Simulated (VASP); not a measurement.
Wanted: the native input for a VASP 6.6.1 run.

```yaml
Task: relaxation of cell and atoms
Functional: PBEsol
Potentials_or_basis: VASP PAW PBE potentials, release 64 (Si)
Cutoff: 600 eV
k_mesh: 18 × 18 × 10
Occupations: fermi-dirac, width 0.1 eV
Spin: no spin polarisation
Target_pressure: 160 GPa
Dipole_correction: no
Further_INCAR_settings: ALGO = Normal; EDIFF = 1e-07; IBRION = 2; EDIFFG = -0.005; NSW = 32; ISIF = 3
```

The structure of Si lies in POSCAR:

```
Si
1.0
    2.2458577617      0.0000000000      0.0000000000
   -1.1229288809      1.9449698749      0.0000000000
    0.0000000000      0.0000000000      3.8116317558
Si
2
Direct
    0.3333333333      0.6666666667      0.2500000000
    0.6666666667      0.3333333333      0.7500000000
```

These files were run (other wordings do the same):

INCAR

```
PREC = Accurate
ENCUT = 600
EDIFF = 1E-7
ISMEAR = -1
SIGMA = 0.1
LREAL = F
LASPH = T
NELM = 80
ALGO = Normal
ISIF = 3
LWAVE = F
LCHARG = F
GGA = PS
IBRION = 2
NSW = 32
EDIFFG = -0.005
PSTRESS = 1600.0
```

KPOINTS

```
regular mesh
0
Gamma
  18 18 10
```

Potentials or basis: VASP PAW PBE potentials, release 64 (Si).

Launch:

```bash
$ cat potpaw_PBE.64/Si/POTCAR > POTCAR
$ mpirun -np 1 vasp_std > vasp.out
```

Results of the run:

The relaxed volume is 8.33 Å³/atom. The relaxed cell is a = 2.247 Å, b = 2.247 Å, c = 3.813 Å, α = 90.00°, β = 90.00°, γ = 120.00° and the space group after relaxing (to 0.05 Å) is P6_3/mmc (No. 194). The energy change on relaxing (the enthalpy is what falls) is -7.9 meV/atom and the ionic steps are 3. The pressure after relaxing is 160.0 GPa. The band gap on the k mesh is zero (band 4 reaches 31.89 eV, above the bottom of band 5 at 15.48 eV).

Caveat: the cell is relaxed towards a set pressure, so the enthalpy falls and the energy may rise; the PAW data sets were made with another functional, which shifts forces and pressure a little.

Run time: 55 s on 1 thread of Intel Xeon 8259CL, on a shared host, peak memory 0.14 GiB.
